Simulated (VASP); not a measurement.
# Mg (P6/mmm) in VASP: a series of runs

Mg is run at these levels: PBE; tasks: single point.

All numbers are computed with VASP 6.6.1; they aren't measurements. Logs are shortened: lines on timing, memory, paths and dates and some standing lists are left out, and cuts for length are marked.

**1. The cell of the first run**

It takes space group P6/mmm (No. 191, hexagonal). Conventional cell: a = 4.055 Å, b = 4.055 Å, c = 2.422 Å, α = 90.00°, β = 90.00°, γ = 120.00°. Within 3.2 Å of Mg (site symmetry 6/mmm) lie 14 Mg at 2.42 to 2.64 Å. Mg (site symmetry -6m2) has 11 Mg at 2.34 to 2.64 Å within 3.1 Å.

**2. Single point, PBE**

Contents of INCAR:

```
SYSTEM = Mg
ALGO     = Normal         ! electronic algorithm
EDIFF    = 1E-6           ! SCF threshold, eV
ENCUT    = 520            ! plane-wave cutoff, eV
GGA      = PE             ! functional
ISIF     = 2              ! what is computed and relaxed
ISMEAR   = -1             ! smearing method
LASPH    = .True.         ! aspherical terms in the spheres
LCHARG   = .False.        ! write CHGCAR
LREAL    = .False.        ! projectors in reciprocal space
LWAVE    = .False.        ! write WAVECAR
NBANDS   = 10             ! bands
NELM     = 60             ! most SCF steps
PREC     = Accurate       ! precision mode
SIGMA    = 0.1            ! smearing width, eV
```

Contents of KPOINTS:

```
k-points
0
Gamma
  9 9 13
  0 0 0
```

Contents of POSCAR:

```
Mg
1.0
    4.0552541389      0.0000000000      0.0000000000
   -2.0276270694      3.5119531031      0.0000000000
    0.0000000000      0.0000000000      2.4220068637
Mg
3
Direct
    0.0000000000      0.0000000000      0.0000000000
    0.3333333333      0.6666666667      0.5000000000
    0.6666666667      0.3333333333      0.5000000000
```

Potentials or basis: VASP PAW PBE potentials, release 64 (Mg).

Launch:

```console
> cat potpaw_PBE.64/Mg/POTCAR > POTCAR
> mpirun -np 1 vasp_std > vasp.out
```

OUTCAR:

```text
SYSTEM = Mg
   EDIFF = 1E-6
   ENCUT = 520
   GGA = PE
   ISIF = 2
   ISMEAR = -1
   LASPH = .True.
   LREAL = .False.
   NELM = 60
   PREC = Accurate

 ion  position               nearest neighbor table
   1  0.000  0.000  0.000-   2 2.64   3 2.64   2 2.64   3 2.64   2 2.64   2 2.64   3 2.64   3 2.64
                             3 2.64   3 2.64   2 2.64   2 2.64
   2  0.333  0.667  0.500-   3 2.34   3 2.34   3 2.34   1 2.64   1 2.64   1 2.64   1 2.64   1 2.64
                             1 2.64   3 3.37   3 3.37   3 3.37   3 3.37   3 3.37   3 3.37
   3  0.667  0.333  0.500-   2 2.34   2 2.34   2 2.34   1 2.64   1 2.64   1 2.64   1 2.64   1 2.64
                             1 2.64   2 3.37   2 3.37   2 3.37   2 3.37   2 3.37   2 3.37

  LATTYP: Found a hexagonal cell.
 ALAT       =     4.0552541389
 C/A-ratio  =     0.5972515608

  Lattice vectors:

 A1 = (   4.0552541389,   0.0000000000,   0.0000000000)
 A2 = (  -2.0276270694,   3.5119531031,   0.0000000000)
 A3 = (   0.0000000000,   0.0000000000,   2.4220068637)

Analysis of symmetry for initial positions (statically):
=====================================================================
 Subroutine PRICEL returns:
 Original cell was already a primitive cell.

 Routine SETGRP: Setting up the symmetry group for a
 hexagonal supercell.

 Subroutine GETGRP returns: Found 24 space group operations
 (whereof 24 operations were pure point group operations)
 out of a pool of 24 trial point group operations.

The static configuration has the point symmetry D_6h.

Analysis of symmetry for dynamics (positions and initial velocities):
=====================================================================
 Subroutine PRICEL returns:
 Original cell was already a primitive cell.

 Routine SETGRP: Setting up the symmetry group for a
 hexagonal supercell.

 Subroutine GETGRP returns: Found 24 space group operations
 (whereof 24 operations were pure point group operations)
 out of a pool of 24 trial point group operations.

The dynamic configuration has the point symmetry D_6h.

 Subroutine INISYM returns: Found 24 space group operations
 (whereof 24 operations are pure point group operations),
 and found     1 'primitive' translations

----------------------------------------------------------------------------------------

                                     Primitive cell

  volume of cell :      34.4939

  direct lattice vectors                    reciprocal lattice vectors
     4.055254139  0.000000000  0.000000000     0.246593670  0.142370922  0.000000000
    -2.027627069  3.511953103  0.000000000     0.000000000  0.284741843  0.000000000
     0.000000000  0.000000000  2.422006864     0.000000000  0.000000000  0.412880746
[... 92 lines left out ...]
   ISIF   =      2    stress and relaxation
   ISYM   =      2    0-nonsym 1-usesym 2-fastsym
   POTIM  = 0.5000    time-step for ionic-motion
   TEBEG  =    0.0;   TEEND  =   0.0 temperature during run
   PSTRESS=    0.0 pullay stress
   NELECT =       6.0000    total number of electrons
   NUPDOWN=      -1.0000    fix difference up-down
   EMIN   =  10.00;   EMAX   =-10.00  energy-range for DOS
   EFERMI =   0.00;   METHOD = LEGACY
   ISMEAR =    -1;   SIGMA  =   0.10  broadening in eV -4-tet -1-fermi 0-gaus
   EFERMI_NEDOS =   21; number of points for ismear=-14 and -15
   IALGO  =     38    algorithm
   IMIX   =      4    mixing-type and parameters
     AMIX     =   0.40;   BMIX     =  1.00
     AMIX_MAG =   1.60;   BMIX_MAG =  1.00
  volume/ion in A,a.u.               =      11.50        77.59
  Fermi-wavevector in a.u.,A,eV,Ry     =   0.913856  1.726938 11.362676  0.835133
  Thomas-Fermi vector in A             =   2.038416
   LORBIT       =      0    0 simple, 1 ext, 2 COOP (PROOUT), +10 PAW based schemes
   GGA     = PE    functional components
   LHFCALC =     F    Hartree Fock is set to
   AEXX    =    0.0000 exact exchange contribution
   IVDW    =     0    specifies the selected vdW correction
   LEPSILON=     F    determine dielectric tensor
   LRPA    =     F    only Hartree local field effects (RPA)
 non-spin polarized calculation
  energy-cutoff  :      520.00
  volume of cell :       34.49
 maximum number of plane-waves:       945
 NGX is ok and might be reduce to    30
   NGX = 15   NGY = 15   NGZ =  9

 number of electron       6.0000000 magnetization

 Free energy of the ion-electron system (eV)
  ---------------------------------------------------
  ext. energy  EPLUGINS =         0.00000000
  ---------------------------------------------------
  free energy    TOTEN  =         1.50578421 eV

  energy without entropy =        1.53194712  energy(sigma->0) =        1.51886566

 E-fermi :   7.6402     XC(G=0): -10.9428

 val. band max:        7.5811584400   @ k =   0.1111  -0.0000   0.3077
 cond. band min:       7.6426216785   @ k =   0.2222  -0.0000   0.3077
 fundamental gap:      0.0614632385
 Fermi energy:         7.6402032940

 k-point     1 :       0.0000    0.0000    0.0000
  band No.  band energies     occupation
      1      -2.8829      2.00000
      2       7.3929      1.84445
      3       7.3929      1.84445
      4       7.4071      1.82289
      5       7.4071      1.82289
      6      10.6584      0.00000
      7      11.4607      0.00000
      8      21.5120      0.00000
      9      21.6265      0.00000
     10      26.5060      0.00000
[... 287 lines left out ...]
 k-point    24 :       0.3333    0.3333    0.0769
  band No.  band energies     occupation
      1       1.1996      2.00000
      2       1.2272      2.00000
      3       1.2272      2.00000
      4      11.8561      0.00000
      5      12.0599      0.00000
      6      12.0599      0.00000
      7      19.1093      0.00000
      8      19.1093      0.00000
      9      19.4492      0.00000
     10      23.1193      0.00000

 [... further k-points ...]
[... 5 lines left out ...]
  --------------------------------------------------------------------------------------
  -------------------------------------------------------------------------------------
  Total       20.6027173     20.6027173     20.5733047      0.0000000      0.0000000     -0.0000000
  in kB      956.9581196    956.9581196    955.5919600      0.0000000      0.0000000     -0.0000000
  external PRESSURE =     956.5027331 kB  Pullay stress =       0.0000000 kB

 VOLUME and BASIS-vectors are now :
 -----------------------------------------------------------------------------
  energy-cutoff  :      520.00
  volume of cell :       34.49
      direct lattice vectors                 reciprocal lattice vectors
     4.055254139  0.000000000  0.000000000     0.246593670  0.142370922  0.000000000
    -2.027627069  3.511953103  0.000000000     0.000000000  0.284741843  0.000000000
     0.000000000  0.000000000  2.422006864     0.000000000  0.000000000  0.412880746

 POSITION                                       TOTAL-FORCE (eV/Angst)
 -----------------------------------------------------------------------------------
      0.00000      0.00000      0.00000        -0.000000      0.000000      0.000000
     -0.00000      2.34130      1.21100         0.000000     -0.000000      0.000000
      2.02763      1.17065      1.21100        -0.000000      0.000000      0.000000
 -----------------------------------------------------------------------------------
    total drift:                                0.000000     -0.000000     -0.000000

  FREE ENERGIE OF THE ION-ELECTRON SYSTEM (eV)
  ---------------------------------------------------
  free  energy   TOTEN  =         1.5057842077 eV

  energy  without entropy=        1.5319471179  energy(sigma->0) =        1.51886566
```

It took 12 s on 1 thread of Intel Xeon 6975P-C (Granite Rapids), shared host; peak memory 0.15 GiB.

What came out:

```yaml
Free_energy: 1.5058 eV
Pressure: 95.7 GPa
Band_gap_on_the_k_mesh: zero (band 3 reaches 11.51 eV, above the bottom of band 4 at 6.57 eV)
```

Levels at points of the mesh, in eV from the Fermi level:
| k point | band 1 | band 2 | band 3 | band 4 | band 5 | band 6 | band 7 | band 8 |
| --- | --- | --- | --- | --- | --- | --- | --- | --- |
| (0.00, 0.00, 0.00) | -10.52 | -0.25 | -0.25 | -0.23 | -0.23 | 3.02 | 3.82 | 13.87 |

**3. Single point, PBE**

Contents of INCAR:

```
SYSTEM = Mg
  PREC = Accurate
  ENCUT = 520
  EDIFF = 1E-6
  ISMEAR = -1
  SIGMA = 0.1
  LREAL = .FALSE.
  LASPH = .TRUE.
  NELM = 100
  ALGO = Normal
  ISIF = 2
  LWAVE = .FALSE.
  LCHARG = .TRUE.
  GGA = PE
  LELF = .TRUE.
  LVHAR = .TRUE.
  NBANDS = 10
```

Contents of KPOINTS:

```
regular mesh
0
G
  9 9 13
  0 0 0
```

Contents of POSCAR:

```
Mg
1.0
    4.0551098404      0.0000000000      0.0000000000
   -2.0275549202      3.5118281369      0.0000000000
    0.0000000000      0.0000000000      2.4218790140
Mg
3
Direct
    0.0000000000      0.0000000000      0.0000000000
    0.3333333333      0.6666666667      0.5000000000
    0.6666666667      0.3333333333      0.5000000000
```

Potentials or basis: VASP PAW PBE potentials, release 64 (Mg).

Launch:

```console
> cat potpaw_PBE.64/Mg/POTCAR > POTCAR
> mpirun -np 1 vasp_std > vasp.out
```

Wall time 11 s (1 thread of Intel Xeon 6975P-C (Granite Rapids), shared host); peak memory 0.15 GiB.

It converged, with:

```yaml
Free_energy: 1.5083 eV
Pressure: 95.7 GPa
Band_gap_on_the_k_mesh: zero (band 3 reaches 11.51 eV, above the bottom of band 4 at 6.57 eV)
```

Stress tensor (GPa, compression positive):
```
95.73  0.00  0.00
 0.00 95.73  0.00
 0.00  0.00 95.60
```

Levels at points of the mesh, in eV from the Fermi level:
```tsv
k point	band 1	band 2	band 3	band 4	band 5	band 6	band 7
(0.00, 0.00, 0.00)	-10.52	-0.25	-0.25	-0.23	-0.23	3.02	3.82
```
